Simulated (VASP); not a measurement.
# Cr (Im-3m) in VASP: notebook

Runs on Cr. Level: LDA. Tasks: single point.

All numbers are computed with VASP 6.6.1; they aren't measurements. Logs are shortened: lines on timing, memory, paths and dates and some standing lists are left out, and cuts for length are marked.

## 1. The cell of the first run

The structure is cubic, space group Im-3m (No. 229). Conventional cell: a = 2.788 Å, b = 2.788 Å, c = 2.788 Å, α = 90.00°, β = 90.00°, γ = 90.00°. Cr (site symmetry m-3m) has 14 Cr at 2.41 to 2.79 Å within 3.2 Å.

## 2. Single point, LDA

The input, INCAR:

```
PREC     = Accurate       # precision mode
ENCUT    = 500            # plane-wave cutoff, eV
EDIFF    = 1E-6           # SCF threshold, eV
ISMEAR   = 0              # smearing method
SIGMA    = 0.03           # smearing width, eV
LREAL    = F              # projectors in reciprocal space
LASPH    = T              # aspherical terms in the spheres
NELM     = 120            # most SCF steps
ALGO     = Normal         # electronic algorithm
ISIF     = 2              # what is computed and relaxed
LWAVE    = F              # write WAVECAR
LCHARG   = F              # write CHGCAR
GGA      = CA             # functional
NBANDS   = 12             # bands
GGA_COMPAT= F
```

The input, KPOINTS:

```
regular mesh
0
Gamma
  16 16 16
```

The input, POSCAR:

```
Cr
1.0
   -1.3942485114      1.3942485114      1.3942485114
    1.3942485114     -1.3942485114      1.3942485114
    1.3942485114      1.3942485114     -1.3942485114
Cr
1
Direct
    0.0000000000      0.0000000000      0.0000000000
```

Potentials or basis: VASP PAW LDA potentials, release 64 (Cr_pv).

Launch:

```bash
$ cat potpaw_LDA.64/Cr_pv/POTCAR > POTCAR
$ mpirun -np 1 vasp_std > vasp.out
```

OUTCAR:

```text
PREC = Accurate
   ENCUT = 500
   EDIFF = 1E-6
   ISMEAR = 0
   LREAL = F
   LASPH = T
   NELM = 120
   ISIF = 2
   GGA = CA

 ion  position               nearest neighbor table
   1  0.000  0.000  0.000-

  LATTYP: Found a body centered cubic cell.
 ALAT       =     2.7884970228

  Lattice vectors:

 A1 = (  -1.3942485114,   1.3942485114,   1.3942485114)
 A2 = (   1.3942485114,  -1.3942485114,   1.3942485114)
 A3 = (   1.3942485114,   1.3942485114,  -1.3942485114)

Analysis of symmetry for initial positions (statically):
=====================================================================
 Subroutine PRICEL returns:
 Original cell was already a primitive cell.

 Routine SETGRP: Setting up the symmetry group for a
 body centered cubic supercell.

 Subroutine GETGRP returns: Found 48 space group operations
 (whereof 48 operations were pure point group operations)
 out of a pool of 48 trial point group operations.

The static configuration has the point symmetry O_h .

Analysis of symmetry for dynamics (positions and initial velocities):
=====================================================================
 Subroutine PRICEL returns:
 Original cell was already a primitive cell.

 Routine SETGRP: Setting up the symmetry group for a
 body centered cubic supercell.

 Subroutine GETGRP returns: Found 48 space group operations
 (whereof 48 operations were pure point group operations)
 out of a pool of 48 trial point group operations.

The dynamic configuration has the point symmetry O_h .

 Subroutine INISYM returns: Found 48 space group operations
 (whereof 48 operations are pure point group operations),
 and found     1 'primitive' translations

----------------------------------------------------------------------------------------

                                     Primitive cell

  volume of cell :      10.8413

  direct lattice vectors                    reciprocal lattice vectors
    -1.394248511  1.394248511  1.394248511     0.000000000  0.358616126  0.358616126
     1.394248511 -1.394248511  1.394248511     0.358616126  0.000000000  0.358616126
     1.394248511  1.394248511 -1.394248511     0.358616126  0.358616126  0.000000000

  length of vectors
     2.414909260  2.414909260  2.414909260     0.507159789  0.507159789  0.507159789

  position of ions in fractional coordinates (direct lattice)
     0.000000000  0.000000000  0.000000000

  ion indices of the primitive-cell ions
   primitive index   ion index
                 1           1

----------------------------------------------------------------------------------------

 KPOINTS: regular mesh

Automatic generation of k-mesh.
 Grid dimensions read from file:
 generate k-points for:   16   16   16

 Generating k-lattice:

  Cartesian coordinates                     Fractional coordinates (reciprocal lattice)
     0.000000000  0.022413508  0.022413508     0.062500000  0.000000000  0.000000000
     0.022413508  0.000000000  0.022413508     0.000000000  0.062500000  0.000000000
     0.022413508  0.022413508  0.000000000     0.000000000  0.000000000  0.062500000

  Length of vectors
     0.031697487  0.031697487  0.031697487

  Shift w.r.t. Gamma in fractional coordinates (k-lattice)
     0.000000000  0.000000000  0.000000000

 Subroutine IBZKPT returns following result:
 ===========================================

 Found    145 irreducible k-points:

 Following reciprocal coordinates:
            Coordinates               Weight
  0.000000  0.000000  0.000000      1.000000
  0.062500  0.000000  0.000000     12.000000
  0.125000  0.000000  0.000000     12.000000
  0.187500  0.000000  0.000000     12.000000
  0.250000  0.000000  0.000000     12.000000
  0.312500  0.000000  0.000000     12.000000
[... 16 lines left out ...]
  0.187500  0.187500  0.000000     24.000000
  0.250000  0.187500  0.000000     48.000000
 [... further k-points ...]
   k-points           NKPTS =    145   k-points in BZ     NKDIM =    145   number of bands    NBANDS=     12
   number of dos      NEDOS =    301   number of ions     NIONS =      1
   total plane-waves  NPLWV =   5832
   dimension x,y,z NGX =    18 NGY =   18 NGZ =   18
   dimension x,y,z NGXF=    36 NGYF=   36 NGZF=   36
   ions per type =               1
   NGX,Y,Z   is equivalent  to a cutoff of  12.39, 12.39, 12.39 a.u.
   NGXF,Y,Z  is equivalent  to a cutoff of  24.78, 24.78, 24.78 a.u.
 SYSTEM =  unknown system
   PREC   = accura    normal or accurate (medium, high low for compatibility)
   ISTART =      0    job   : 0-new  1-cont  2-samecut
   ICHARG =      2    charge: 1-file 2-atom 10-const
   ISPIN  =      1    spin polarized calculation?
   LNONCOLLINEAR =      F non collinear calculations
   LSORBIT =      F    spin-orbit coupling
   LASPH  =      T    aspherical Exc in radial PAW
   ENCUT  =  500.0 eV  36.75 Ry    6.06 a.u.   4.40  4.40  4.40*2*pi/ulx,y,z
   NELM   =    120;   NELMIN=  2; NELMDL= -5     # of ELM steps
   EDIFF  = 0.1E-05   stopping-criterion for ELM
   LREAL  =      F    real-space projection
   EDIFFG = 0.1E-04   stopping-criterion for IOM
   NSW    =      0    number of steps for IOM
   IBRION =     -1    ionic relax: 0-MD 1-quasi-New 2-CG
   NFREE  =      0    steps in history (QN), initial steepest desc. (CG)
   ISIF   =      2    stress and relaxation
   ISYM   =      2    0-nonsym 1-usesym 2-fastsym
   POTIM  = 0.5000    time-step for ionic-motion
   TEBEG  =    0.0;   TEEND  =   0.0 temperature during run
   PSTRESS=    0.0 pullay stress
   NELECT =      12.0000    total number of electrons
   NUPDOWN=      -1.0000    fix difference up-down
   EMIN   =  10.00;   EMAX   =-10.00  energy-range for DOS
   EFERMI =   0.00;   METHOD = LEGACY
   ISMEAR =     0;   SIGMA  =   0.03  broadening in eV -4-tet -1-fermi 0-gaus
   EFERMI_NEDOS =   21; number of points for ismear=-14 and -15
   IALGO  =     38    algorithm
   IMIX   =      4    mixing-type and parameters
     AMIX     =   0.40;   BMIX     =  1.00
     AMIX_MAG =   1.60;   BMIX_MAG =  1.00
  volume/ion in A,a.u.               =      10.84        73.16
  Fermi-wavevector in a.u.,A,eV,Ry     =   1.693460  3.200176 39.018901  2.867808
  Thomas-Fermi vector in A             =   2.774862
   LORBIT       =      0    0 simple, 1 ext, 2 COOP (PROOUT), +10 PAW based schemes
   GGA     = CA    functional components
   LHFCALC =     F    Hartree Fock is set to
   AEXX    =    0.0000 exact exchange contribution
   IVDW    =     0    specifies the selected vdW correction
   LEPSILON=     F    determine dielectric tensor
   LRPA    =     F    only Hartree local field effects (RPA)
 non-spin polarized calculation
 Gauss-broadening in eV      SIGMA  =   0.03
  energy-cutoff  :      500.00
  volume of cell :       10.84
 maximum number of plane-waves:       285
 NGX is ok and might be reduce to    18
   NGX =  9   NGY =  9   NGZ =  9

 number of electron      12.0000011 magnetization

 Free energy of the ion-electron system (eV)
  ---------------------------------------------------
  ext. energy  EPLUGINS =         0.00000000
  ---------------------------------------------------
  free energy    TOTEN  =       -10.62969981 eV

  energy without entropy =      -10.62911648  energy(sigma->0) =      -10.62940814

 E-fermi :  11.6770     XC(G=0): -14.3778

 val. band max:       11.6590945315   @ k =  -0.3125   0.3125   0.2500
 cond. band min:      11.6857494366   @ k =  -0.1875   0.1875   0.1250
 fundamental gap:      0.0266549051
 Fermi energy:        11.6770226010

 k-point     1 :       0.0000    0.0000    0.0000
  band No.  band energies     occupation
      1     -30.5168      2.00000
      2     -30.5168      2.00000
      3     -30.5168      2.00000
      4       3.7268      2.00000
      5      10.7216      2.00000
      6      10.7216      2.00000
      7      10.7216      2.00000
      8      12.8999      0.00000
      9      12.8999      0.00000
     10      17.1116      0.00000
     11      34.5538      0.00000
     12      34.5538      0.00000

 k-point     2 :       0.0625    0.0000    0.0000
  band No.  band energies     occupation
      1     -30.5634      2.00000
      2     -30.5309      2.00000
      3     -30.5174      2.00000
      4       3.9090      2.00000
      5      10.6482      2.00000
      6      10.7096      2.00000
      7      10.8494      2.00000
      8      12.8170      0.00000
      9      12.9049      0.00000
     10      17.1113      0.00000
     11      34.2097      0.00000
     12      34.5216      0.00000

 k-point     3 :       0.1250    0.0000    0.0000
  band No.  band energies     occupation
      1     -30.6940      2.00000
      2     -30.5705      2.00000
      3     -30.5186      2.00000
      4       4.4332      2.00000
      5      10.4438      2.00000
      6      10.6482      2.00000
      7      11.2224      2.00000
      8      12.6395      0.00000
      9      12.9231      0.00000
     10      17.1112      0.00000
     11      33.1908      0.00000
     12      34.2622      0.00000
[... 286 lines left out ...]
 k-point    23 :       0.1875    0.1875    0.0000
  band No.  band energies     occupation
      1     -31.3010      2.00000
      2     -30.7862      2.00000
      3     -30.5992      2.00000
      4       7.3090      2.00000
      5       9.5324      2.00000
      6       9.8701      2.00000
      7      12.4019      0.00000
      8      13.3001      0.00000
      9      14.1321      0.00000
     10      17.1110      0.00000
     11      28.2831      0.00000
     12      29.1250      0.00000

 k-point    24 :       0.2500    0.1875    0.0000
  band No.  band energies     occupation
      1     -31.4165      2.00000
      2     -30.8807      2.00000
      3     -30.6141      2.00000
      4       7.8043      2.00000
      5       9.2963      2.00000
      6      10.0138      2.00000
      7      12.5516      0.00000
      8      13.4027      0.00000
      9      15.2731      0.00000
     10      17.1110      0.00000
     11      26.2884      0.00000
     12      27.9198      0.00000

 [... further k-points ...]

------------------------ aborting loop because EDIFF is reached ----------------------------------------

  FORCE on cell =-STRESS in cart. coord.  units (eV):
  Direction    XX          YY          ZZ          XY          YZ          ZX
  --------------------------------------------------------------------------------------
  -------------------------------------------------------------------------------------
  Total       -0.0025592     -0.0025592     -0.0025592     -0.0000000      0.0000000      0.0000000
  in kB       -0.3782074     -0.3782074     -0.3782074     -0.0000000      0.0000000      0.0000000
  external PRESSURE =      -0.3782074 kB  Pullay stress =       0.0000000 kB

 VOLUME and BASIS-vectors are now :
 -----------------------------------------------------------------------------
  energy-cutoff  :      500.00
  volume of cell :       10.84
      direct lattice vectors                 reciprocal lattice vectors
    -1.394248511  1.394248511  1.394248511     0.000000000  0.358616126  0.358616126
     1.394248511 -1.394248511  1.394248511     0.358616126  0.000000000  0.358616126
     1.394248511  1.394248511 -1.394248511     0.358616126  0.358616126  0.000000000

 POSITION                                       TOTAL-FORCE (eV/Angst)
 -----------------------------------------------------------------------------------
      0.00000      0.00000      0.00000         0.000000     -0.000000      0.000000
 -----------------------------------------------------------------------------------
    total drift:                                0.000000     -0.000000      0.000000

  FREE ENERGIE OF THE ION-ELECTRON SYSTEM (eV)
  ---------------------------------------------------
  free  energy   TOTEN  =       -10.6296998070 eV

  energy  without entropy=      -10.6291164790  energy(sigma->0) =      -10.62940814
```

Wall time 22 s (1 thread of Intel Xeon 8259CL, shared host); peak memory 0.13 GiB.

What came out:

| Property | Result |
| --- | --- |
| Free energy | -10.6297 eV |
| Pressure | 0.0 GPa |
| Band gap on the k mesh | zero (band 6 reaches 14.42 eV, above the bottom of band 7 at 10.72 eV) |

Caveat: the run has no spin polarisation, though such a crystal can be magnetic. Spin polarisation is off, so any magnetic state and its effect on volume and gap are missing.

(Continued in part 2 of 2.)
